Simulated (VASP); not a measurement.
Write the native input for VASP 6.6.1 that does the following.

| Item | Value |
| --- | --- |
| Task | single point |
| Functional | PBEsol |
| Potentials or basis | VASP PAW PBE potentials, release 64 (N) |
| Cutoff | 520 eV |
| k mesh | 1 × 1 × 1 |
| Occupations | fermi-dirac, width 0.05 eV |
| Spin | no spin polarisation |
| Dipole correction | no |
| Further INCAR settings | ALGO = Normal; EDIFF = 1e-06; NBANDS = 12 |

The structure of N2 lies in POSCAR:

```
N
1.0
    9.0000000000      0.0000000000      0.0000000000
    0.0000000000      9.5000000000      0.0000000000
    0.0000000000      0.0000000000     10.0000000000
N
2
Direct
    0.5000000000      0.5000000000      0.4449994756
    0.5000000000      0.5000000000      0.5550005244
```

The input as run:

INCAR

```
SYSTEM = N
  PREC = Accurate
  ENCUT = 520
  EDIFF = 1E-6
  ISMEAR = -1
  SIGMA = 0.05
  LREAL = .FALSE.
  LASPH = .TRUE.
  NELM = 80
  ALGO = Normal
  ISIF = 2
  LWAVE = .FALSE.
  LCHARG = .FALSE.
  GGA = PS
  NBANDS = 12
```

KPOINTS

```
Automatic mesh
0
G
  1 1 1
  0 0 0
```

Potentials or basis: VASP PAW PBE potentials, release 64 (N).

Command:

```bash
$ cat potpaw_PBE.64/N/POTCAR > POTCAR
$ mpirun -np 1 vasp_gam > vasp.out
```

It gave:

```yaml
Largest_force: 1.862 eV/Å
Gap_between_the_frontier_levels: 8.19 eV
```

Caveat: the standard files for N, O and F lose accuracy on very short bonds; the PAW data sets were made with another functional, which shifts forces and pressure a little.

Wall time 110 s on 1 thread of Intel Xeon 8259CL, on a shared host, peak memory 0.73 GiB.
